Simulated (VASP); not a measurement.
# Ti in VASP: a series of runs, part 2 of 3

VASP 6.6.1.

## 3. Single point, PBEsol

File INCAR:

```
SYSTEM = Ti
ALGO = Normal
EDIFF = 1E-6
ENCUT = 500
GGA = PS
GGA_COMPAT = .FALSE.
ISIF = 2
ISMEAR = -1
LASPH = .TRUE.
LCHARG = .FALSE.
LREAL = .FALSE.
LWAVE = .FALSE.
NBANDS = 12
NELM = 120
PREC = Accurate
SIGMA = 0.05
```

File KPOINTS:

```
k-points
0
G
  11 11 11
  0 0 0
```

File POSCAR:

```
Ti
1.0
   -1.6248321180      1.6248321180      1.6738200000
    1.6248321180     -1.6248321180      1.6738200000
    1.6248321180      1.6248321180     -1.6738200000
Ti
1
Direct
    0.0000000000      0.0000000000      0.0000000000
```

Potentials or basis: VASP PAW PBE potentials, release 64 (Ti_sv).

Run with:

```
> cat potpaw_PBE.64/Ti_sv/POTCAR > POTCAR
> mpirun -np 1 vasp_std > vasp.out
```

OUTCAR:

```text
SYSTEM = Ti
   EDIFF = 1E-6
   ENCUT = 500
   GGA = PS
   ISIF = 2
   ISMEAR = -1
   LASPH = .TRUE.
   LREAL = .FALSE.
   NELM = 120
   PREC = Accurate

 ion  position               nearest neighbor table
   1  0.000  0.000  0.000-

  LATTYP: Found a body centered tetragonal cell.
 ALAT       =     3.2496642360
 C/A-ratio  =     1.0301495037

  Lattice vectors:

 A1 = (  -1.6248321180,   1.6248321180,   1.6738200000)
 A2 = (   1.6248321180,  -1.6248321180,   1.6738200000)
 A3 = (   1.6248321180,   1.6248321180,  -1.6738200000)

Analysis of symmetry for initial positions (statically):
=====================================================================
 Subroutine PRICEL returns:
 Original cell was already a primitive cell.

 Routine SETGRP: Setting up the symmetry group for a
 body centered tetragonal supercell.

 Subroutine GETGRP returns: Found 16 space group operations
 (whereof 16 operations were pure point group operations)
 out of a pool of 16 trial point group operations.

The static configuration has the point symmetry D_4h.

Analysis of symmetry for dynamics (positions and initial velocities):
=====================================================================
 Subroutine PRICEL returns:
 Original cell was already a primitive cell.

 Routine SETGRP: Setting up the symmetry group for a
 body centered tetragonal supercell.

 Subroutine GETGRP returns: Found 16 space group operations
 (whereof 16 operations were pure point group operations)
 out of a pool of 16 trial point group operations.

The dynamic configuration has the point symmetry D_4h.

 Subroutine INISYM returns: Found 16 space group operations
 (whereof 16 operations are pure point group operations),
 and found     1 'primitive' translations

----------------------------------------------------------------------------------------

                                     Primitive cell

  volume of cell :      17.6761

  direct lattice vectors                    reciprocal lattice vectors
    -1.624832118  1.624832118  1.673820000     0.000000000  0.307724099  0.298717903
     1.624832118 -1.624832118  1.673820000     0.307724099  0.000000000  0.298717903
     1.624832118  1.624832118 -1.673820000     0.307724099  0.307724099  0.000000000

  length of vectors
     2.842856348  2.842856348  2.842856348     0.428866537  0.428866537  0.435187595

  position of ions in fractional coordinates (direct lattice)
     0.000000000  0.000000000  0.000000000

  ion indices of the primitive-cell ions
   primitive index   ion index
                 1           1

----------------------------------------------------------------------------------------

 KPOINTS: k-points

Automatic generation of k-mesh.
 Grid dimensions read from file:
 generate k-points for:   11   11   11

 Generating k-lattice:

  Cartesian coordinates                     Fractional coordinates (reciprocal lattice)
     0.000000000  0.027974918  0.027156173     0.090909091  0.000000000  0.000000000
     0.027974918  0.000000000  0.027156173     0.000000000  0.090909091  0.000000000
     0.027974918  0.027974918  0.000000000     0.000000000  0.000000000  0.090909091

  Length of vectors
     0.038987867  0.038987867  0.039562509

  Shift w.r.t. Gamma in fractional coordinates (k-lattice)
     0.000000000  0.000000000  0.000000000

 Subroutine IBZKPT returns following result:
 ===========================================

 Found    126 irreducible k-points:

 Following reciprocal coordinates:
            Coordinates               Weight
  0.000000  0.000000  0.000000      1.000000
  0.090909  0.000000  0.000000      8.000000
  0.181818  0.000000 -0.000000      8.000000
  0.272727  0.000000  0.000000      8.000000
  0.363636 -0.000000  0.000000      8.000000
  0.454545  0.000000 -0.000000      8.000000
[... 16 lines left out ...]
 -0.272727  0.181818  0.000000     16.000000
 -0.181818  0.181818  0.000000      4.000000
 [... further k-points ...]
   k-points           NKPTS =    126   k-points in BZ     NKDIM =    126   number of bands    NBANDS=     12
   number of dos      NEDOS =    301   number of ions     NIONS =      1
   total plane-waves  NPLWV =  13824
   dimension x,y,z NGX =    24 NGY =   24 NGZ =   24
   dimension x,y,z NGXF=    48 NGYF=   48 NGZF=   48
   ions per type =               1
   NGX,Y,Z   is equivalent  to a cutoff of  14.03, 14.03, 14.03 a.u.
   NGXF,Y,Z  is equivalent  to a cutoff of  28.07, 28.07, 28.07 a.u.
 SYSTEM =  Ti
   PREC   = accura    normal or accurate (medium, high low for compatibility)
   ISTART =      0    job   : 0-new  1-cont  2-samecut
   ICHARG =      2    charge: 1-file 2-atom 10-const
   ISPIN  =      1    spin polarized calculation?
   LNONCOLLINEAR =      F non collinear calculations
   LSORBIT =      F    spin-orbit coupling
   LASPH  =      T    aspherical Exc in radial PAW
   ENCUT  =  500.0 eV  36.75 Ry    6.06 a.u.   5.18  5.18  5.18*2*pi/ulx,y,z
   NELM   =    120;   NELMIN=  2; NELMDL= -5     # of ELM steps
   EDIFF  = 0.1E-05   stopping-criterion for ELM
   LREAL  =      F    real-space projection
   EDIFFG = 0.1E-04   stopping-criterion for IOM
   NSW    =      0    number of steps for IOM
   IBRION =     -1    ionic relax: 0-MD 1-quasi-New 2-CG
   NFREE  =      0    steps in history (QN), initial steepest desc. (CG)
   ISIF   =      2    stress and relaxation
   ISYM   =      2    0-nonsym 1-usesym 2-fastsym
   POTIM  = 0.5000    time-step for ionic-motion
   TEBEG  =    0.0;   TEEND  =   0.0 temperature during run
   PSTRESS=    0.0 pullay stress
   NELECT =      12.0000    total number of electrons
   NUPDOWN=      -1.0000    fix difference up-down
   EMIN   =  10.00;   EMAX   =-10.00  energy-range for DOS
   EFERMI =   0.00;   METHOD = LEGACY
   ISMEAR =    -1;   SIGMA  =   0.05  broadening in eV -4-tet -1-fermi 0-gaus
   EFERMI_NEDOS =   21; number of points for ismear=-14 and -15
   IALGO  =     38    algorithm
   IMIX   =      4    mixing-type and parameters
     AMIX     =   0.40;   BMIX     =  1.00
     AMIX_MAG =   1.60;   BMIX_MAG =  1.00
  volume/ion in A,a.u.               =      17.68       119.28
  Fermi-wavevector in a.u.,A,eV,Ry     =   1.438821  2.718977 28.166848  2.070205
  Thomas-Fermi vector in A             =   2.557745
   LORBIT       =      0    0 simple, 1 ext, 2 COOP (PROOUT), +10 PAW based schemes
   GGA     = PS    functional components
   LHFCALC =     F    Hartree Fock is set to
   AEXX    =    0.0000 exact exchange contribution
   IVDW    =     0    specifies the selected vdW correction
   LEPSILON=     F    determine dielectric tensor
   LRPA    =     F    only Hartree local field effects (RPA)
 non-spin polarized calculation
  energy-cutoff  :      500.00
  volume of cell :       17.68
 maximum number of plane-waves:       462
 NGX is ok and might be reduce to    24
   NGX = 11   NGY = 11   NGZ = 11

 number of electron      12.0000000 magnetization

 Free energy of the ion-electron system (eV)
  ---------------------------------------------------
  ext. energy  EPLUGINS =         0.00000000
  ---------------------------------------------------
  free energy    TOTEN  =        -8.21926356 eV

  energy without entropy =       -8.19841512  energy(sigma->0) =       -8.20883934

 E-fermi :   7.7745     XC(G=0): -11.5481

 val. band max:        7.7617438642   @ k =   0.3636   0.1818   0.0909
 cond. band min:       7.7803517402   @ k =   0.2727   0.0909   0.0000
 fundamental gap:      0.0186078759
 Fermi energy:         7.7745298018

 k-point     1 :       0.0000    0.0000    0.0000
  band No.  band energies     occupation
      1     -48.5540      2.00000
      2     -24.5270      2.00000
      3     -24.5270      2.00000
      4     -24.5194      2.00000
      5       1.8627      2.00000
      6       8.6839      0.00000
      7       8.6839      0.00000
      8       8.8824      0.00000
      9      10.3538      0.00000
     10      10.5923      0.00000
     11      24.7387      0.00000
     12      25.2488      0.00000
[... 331 lines left out ...]
 k-point    24 :      -0.1818    0.1818    0.0000
  band No.  band energies     occupation
      1     -48.5171      2.00000
      2     -24.7201      2.00000
      3     -24.5827      2.00000
      4     -24.5312      2.00000
      5       2.9374      2.00000
      6       8.2092      0.00034
      7       8.5830      0.00000
      8       9.4686      0.00000
      9      10.3004      0.00000
     10      10.4456      0.00000
     11      23.2903      0.00000
     12      24.3674      0.00000

 [... further k-points ...]
[... 5 lines left out ...]
  --------------------------------------------------------------------------------------
  -------------------------------------------------------------------------------------
  Total       -0.8170642     -0.8170642     -0.6653528      0.0000000      0.0000000      0.0000000
  in kB      -74.0595423    -74.0595423    -60.3082615      0.0000000      0.0000000      0.0000000
  external PRESSURE =     -69.4757820 kB  Pullay stress =       0.0000000 kB

 VOLUME and BASIS-vectors are now :
 -----------------------------------------------------------------------------
  energy-cutoff  :      500.00
  volume of cell :       17.68
      direct lattice vectors                 reciprocal lattice vectors
    -1.624832118  1.624832118  1.673820000     0.000000000  0.307724099  0.298717903
     1.624832118 -1.624832118  1.673820000     0.307724099  0.000000000  0.298717903
     1.624832118  1.624832118 -1.673820000     0.307724099  0.307724099  0.000000000

 POSITION                                       TOTAL-FORCE (eV/Angst)
 -----------------------------------------------------------------------------------
      0.00000      0.00000      0.00000         0.000000      0.000000      0.000000
 -----------------------------------------------------------------------------------
    total drift:                                0.000000      0.000000     -0.000000

  FREE ENERGIE OF THE ION-ELECTRON SYSTEM (eV)
  ---------------------------------------------------
  free  energy   TOTEN  =        -8.2192635603 eV

  energy  without entropy=       -8.1984151199  energy(sigma->0) =       -8.20883934
```

stdout:

```text
POSCAR found type information on POSCAR Ti
 POSCAR found :  1 types and       1 ions
 scaLAPACK will be used
 -----------------------------------------------------------------------------
|                                                                             |
|                                                                             |
|     You enforced a specific xc type in the INCAR file but a different       |
|     I HOPE YOU KNOW WHAT YOU ARE DOING!                                     |
|                                                                             |
 -----------------------------------------------------------------------------

 LDA part: xc-table for (Slater+PW92), standard interpolation
 POSCAR, INCAR and KPOINTS ok, starting setup
 FFT: planning ... GRIDC
 FFT: planning ... GRID_SOFT
 FFT: planning ... GRID
 WAVECAR not read
 entering main loop
```

Wall time 11 s (1 thread of Intel Xeon Platinum 8559C (Emerald Rapids), shared host); peak memory 0.15 GiB.

What came out:

| Quantity | Value |
| --- | --- |
| Free energy | -8.2193 eV |
| Pressure | -6.9 GPa |
| Band gap on the k mesh | zero (band 6 reaches 8.77 eV, above the bottom of band 7 at 7.22 eV) |

Caveat: the PAW data sets were made with another functional, which shifts forces and pressure a little.

## 4. Single point, PBEsol

File INCAR:

```
ALGO = Normal
EDIFF = 1E-6
ENCUT = 500
GGA = PS
GGA_COMPAT = False
ISIF = 2
ISMEAR = -1
LASPH = True
LCHARG = False
LREAL = False
LWAVE = False
NBANDS = 12
NELM = 120
PREC = Accurate
SIGMA = 0.05
```

File KPOINTS:

```
k-points
0
Gamma
  11 11 11
```

File POSCAR:

```
Ti
1.0
   -1.6091328888      1.6091328888      1.7066400000
    1.6091328888     -1.6091328888      1.7066400000
    1.6091328888      1.6091328888     -1.7066400000
Ti
1
Direct
    0.0000000000      0.0000000000      0.0000000000
```

Run with:

```
> cat potpaw_PBE.64/Ti_sv/POTCAR > POTCAR
> mpirun -np 1 vasp_std > vasp.out
```

Run time: 11 s. Hardware: 1 thread of Intel Xeon Platinum 8559C (Emerald Rapids), shared host; peak memory 0.15 GiB.

Results (log left out):

```
Free energy            : -8.2225 eV
Pressure               : -6.8 GPa
Band gap on the k mesh : zero (band 6 reaches 8.68 eV, above the bottom of band 7 at 7.25 eV)
```

Stress tensor (GPa, compression positive):
```
-7.32  0.00  0.00
 0.00 -7.32  0.00
 0.00  0.00 -5.81
```

Levels at points of the mesh, in eV from the Fermi level:
```
           k point  band 2  band 3  band 4  band 5  band 6  band 7  band 8  band 9  band 10  band 11
(0.00, 0.00, 0.00)  -32.32  -32.32  -32.31   -5.92    0.84    0.84    1.23    2.43     2.89    16.66
```

Caveat: the PAW data sets were made with another functional, which shifts forces and pressure a little.

## 5. Single point, PBEsol

This run uses another cell than the first one, of 13.59 Å³/atom, 0.769 times its volume.

File INCAR:

```
PREC = Accurate ; ENCUT = 520
EDIFF = 1E-6 ; ISMEAR = -1
SIGMA = 0.05 ; LREAL = F
LASPH = T ; NELM = 60
ALGO = Normal ; ISIF = 2
LWAVE = F ; LCHARG = T
GGA = PS ; LELF = T
LVHAR = T ; NBANDS = 12
```

File KPOINTS:

```
regular mesh
0
Gamma
  11 11 11
```

File POSCAR:

```
Ti
1.0
   -1.5031847720      1.5031847720      1.5031847720
    1.5031847720     -1.5031847720      1.5031847720
    1.5031847720      1.5031847720     -1.5031847720
Ti
1
Direct
    0.0000000000      0.0000000000      0.0000000000
```

Potentials or basis: VASP PAW PBE potentials, release 64 (Ti_sv).

Run with:

```
> cat potpaw_PBE.64/Ti_sv/POTCAR > POTCAR
> mpirun -np 1 vasp_std > vasp.out
```

OUTCAR:

```text
PREC = Accurate
   ENCUT = 520
   EDIFF = 1E-6
   ISMEAR = -1
   LREAL = F
   LASPH = T
   NELM = 60
   ISIF = 2
   GGA = PS

 ion  position               nearest neighbor table
   1  0.000  0.000  0.000-

  LATTYP: Found a body centered cubic cell.
 ALAT       =     3.0063695440

  Lattice vectors:

 A1 = (  -1.5031847720,   1.5031847720,   1.5031847720)
 A2 = (   1.5031847720,  -1.5031847720,   1.5031847720)
 A3 = (   1.5031847720,   1.5031847720,  -1.5031847720)

Analysis of symmetry for initial positions (statically):
=====================================================================
 Subroutine PRICEL returns:
 Original cell was already a primitive cell.

 Routine SETGRP: Setting up the symmetry group for a
 body centered cubic supercell.

 Subroutine GETGRP returns: Found 48 space group operations
[... 9 lines left out ...]

 Routine SETGRP: Setting up the symmetry group for a
 body centered cubic supercell.

 Subroutine GETGRP returns: Found 48 space group operations
[... 11 lines left out ...]
                                     Primitive cell

  volume of cell :      13.5862

  direct lattice vectors                    reciprocal lattice vectors
    -1.503184772  1.503184772  1.503184772     0.000000000  0.332627106  0.332627106
     1.503184772 -1.503184772  1.503184772     0.332627106  0.000000000  0.332627106
     1.503184772  1.503184772 -1.503184772     0.332627106  0.332627106  0.000000000

  length of vectors
     2.603592398  2.603592398  2.603592398     0.470405764  0.470405764  0.470405764

  position of ions in fractional coordinates (direct lattice)
     0.000000000  0.000000000  0.000000000

  ion indices of the primitive-cell ions
   primitive index   ion index
                 1           1

----------------------------------------------------------------------------------------

 KPOINTS: regular mesh

Automatic generation of k-mesh.
 Grid dimensions read from file:
 generate k-points for:   11   11   11
[... 82 lines left out ...]
   IMIX   =      4    mixing-type and parameters
     AMIX     =   0.40;   BMIX     =  1.00
     AMIX_MAG =   1.60;   BMIX_MAG =  1.00
  volume/ion in A,a.u.               =      13.59        91.68
  Fermi-wavevector in a.u.,A,eV,Ry     =   1.570735  2.968258 33.568403  2.467208
  Thomas-Fermi vector in A             =   2.672424
   LORBIT       =      0    0 simple, 1 ext, 2 COOP (PROOUT), +10 PAW based schemes
   GGA     = PS    functional components
   LHFCALC =     F    Hartree Fock is set to
   AEXX    =    0.0000 exact exchange contribution
   IVDW    =     0    specifies the selected vdW correction
   LEPSILON=     F    determine dielectric tensor
   LRPA    =     F    only Hartree local field effects (RPA)
 non-spin polarized calculation
  energy-cutoff  :      520.00
  volume of cell :       13.59
 maximum number of plane-waves:       374
   NGX =  9   NGY =  9   NGZ =  9

 number of electron      11.9999996 magnetization

 Free energy of the ion-electron system (eV)
  ---------------------------------------------------
  ext. energy  EPLUGINS =         0.00000000
  ---------------------------------------------------
  free energy    TOTEN  =        -8.00879106 eV

  energy without entropy =       -7.99667530  energy(sigma->0) =       -8.00273318

 E-fermi :  10.7429     XC(G=0): -12.8550

 val. band max:       10.6803671183   @ k =  -0.3636  -0.4545   0.0909
 cond. band min:      10.7474605984   @ k =   0.2727   0.0000   0.0000
 fundamental gap:      0.0670934802
 Fermi energy:        10.7429429605

 k-point     1 :       0.0000    0.0000    0.0000
  band No.  band energies     occupation
      1     -45.1402      2.00000
      2     -20.6481      2.00000
      3     -20.6481      2.00000
      4     -20.6481      2.00000
      5       4.4025      2.00000
      6      11.9283      0.00000
      7      11.9283      0.00000
      8      11.9283      0.00000
      9      14.3078      0.00000
     10      14.3078      0.00000
     11      29.9652      0.00000
     12      29.9652      0.00000
[... 331 lines left out ...]
 k-point    24 :       0.3636    0.1818    0.0909
  band No.  band energies     occupation
      1     -44.7705      2.00000
      2     -21.8504      2.00000
      3     -21.2976      2.00000
      4     -20.8900      2.00000
      5       8.9335      2.00000
      6       9.8730      2.00000
      7      11.2138      0.00016
      8      14.6267      0.00000
      9      14.9034      0.00000
     10      19.2071      0.00000
     11      22.2392      0.00000
     12      24.6285      0.00000

 [... further k-points ...]
[... 5 lines left out ...]
  --------------------------------------------------------------------------------------
  -------------------------------------------------------------------------------------
  Total        2.4924291      2.4924291      2.4924291     -0.0000000      0.0000000      0.0000000
  in kB      293.9248521    293.9248521    293.9248521     -0.0000000      0.0000000      0.0000000
  external PRESSURE =     293.9248521 kB  Pullay stress =       0.0000000 kB

 VOLUME and BASIS-vectors are now :
 -----------------------------------------------------------------------------
  energy-cutoff  :      520.00
  volume of cell :       13.59
      direct lattice vectors                 reciprocal lattice vectors
    -1.503184772  1.503184772  1.503184772     0.000000000  0.332627106  0.332627106
     1.503184772 -1.503184772  1.503184772     0.332627106  0.000000000  0.332627106
     1.503184772  1.503184772 -1.503184772     0.332627106  0.332627106  0.000000000

 POSITION                                       TOTAL-FORCE (eV/Angst)
 -----------------------------------------------------------------------------------
      0.00000      0.00000      0.00000        -0.000000      0.000000      0.000000
 -----------------------------------------------------------------------------------
    total drift:                                0.000000     -0.000000      0.000000

  FREE ENERGIE OF THE ION-ELECTRON SYSTEM (eV)
  ---------------------------------------------------
  free  energy   TOTEN  =        -8.0087910612 eV

  energy  without entropy=       -7.9966752966  energy(sigma->0) =       -8.00273318
```

Run time: 12 s. Hardware: 1 thread of Intel Xeon 8259CL, shared host; peak memory 0.13 GiB.

What came out:

```
Free energy            : -8.0088 eV
Pressure               : 29.4 GPa
Band gap on the k mesh : zero (band 6 reaches 11.93 eV, above the bottom of band 7 at 9.91 eV)
```

Caveat: the PAW data sets were made with another functional, which shifts forces and pressure a little.

[end of part 2 of 3]
